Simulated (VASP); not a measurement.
A run of VASP 6.6.1:

The input POSCAR:

```
H2Pb
1.0
   -2.1247372726      2.1247372726      6.0599538983
    2.1247372726     -2.1247372726      6.0599538983
    2.1247372726      2.1247372726     -6.0599538983
Pb H
2 4
Direct
    0.7500000000      0.2500000000      0.5000000000
    0.0000000000      0.0000000000      0.0000000000
    0.5525544504      0.0525544504      0.5000000000
    0.8025544504      0.8025544504      0.0000000000
    0.1974455496      0.1974455496      0.0000000000
    0.9474455496      0.4474455496      0.5000000000
```

File INCAR.step1:

```
PREC     = Accurate       # precision mode
ENCUT    = 520            # plane-wave cutoff, eV
ISMEAR   = -1             # smearing method
SIGMA    = 0.03           # smearing width, eV
LREAL    = False          # projectors in reciprocal space
LASPH    = True           # aspherical terms in the spheres
NELM     = 60             # most SCF steps
NBANDS   = 25             # bands
GGA      = PE             # functional
ALGO     = Normal         # electronic algorithm
EDIFF    = 1E-4           # SCF threshold, eV
LWAVE    = True           # write WAVECAR
LCHARG   = False          # write CHGCAR
```

The input INCAR.step2:

```
PREC     = Accurate       # precision mode
ENCUT    = 520            # plane-wave cutoff, eV
EDIFF    = 1E-6           # SCF threshold, eV
ISMEAR   = -1             # smearing method
SIGMA    = 0.03           # smearing width, eV
LREAL    = False          # projectors in reciprocal space
LASPH    = True           # aspherical terms in the spheres
NELM     = 60             # most SCF steps
ALGO     = Normal         # electronic algorithm
ISIF     = 2              # what is computed and relaxed
LWAVE    = False          # write WAVECAR
LCHARG   = False          # write CHGCAR
METAGGA  = R2SCAN         # meta-GGA
LMIXTAU  = True         
LUSE_VDW = True         
IVDW_NL  = 2            
BPARAM   = 11.95        
CPARAM   = 0.0093       
NBANDS   = 25             # bands
ISTART   = 1
```

KPOINTS

```
regular mesh
0
Gamma
  8 8 8
```

Potentials or basis: VASP PAW PBE potentials, release 64 (Pb_d, H).

Command:

```console
$ cat potpaw_PBE.64/Pb_d/POTCAR potpaw_PBE.64/H/POTCAR > POTCAR
$ cp INCAR.step1 INCAR
$ mpirun -np 1 vasp_std > vasp.out
$ cp INCAR.step2 INCAR
$ mpirun -np 1 vasp_std > vasp.out
```

Hardware: 1 thread of Intel(R) Xeon(R) Platinum 8488C (Sapphire Rapids), on a shared host.

Problem. Estimate the wall time of this run.

Solution. Wall time 18 min on 1 thread of Intel(R) Xeon(R) Platinum 8488C (Sapphire Rapids), with other jobs on the host, peak memory 0.9 GiB. Counts: k points 59.
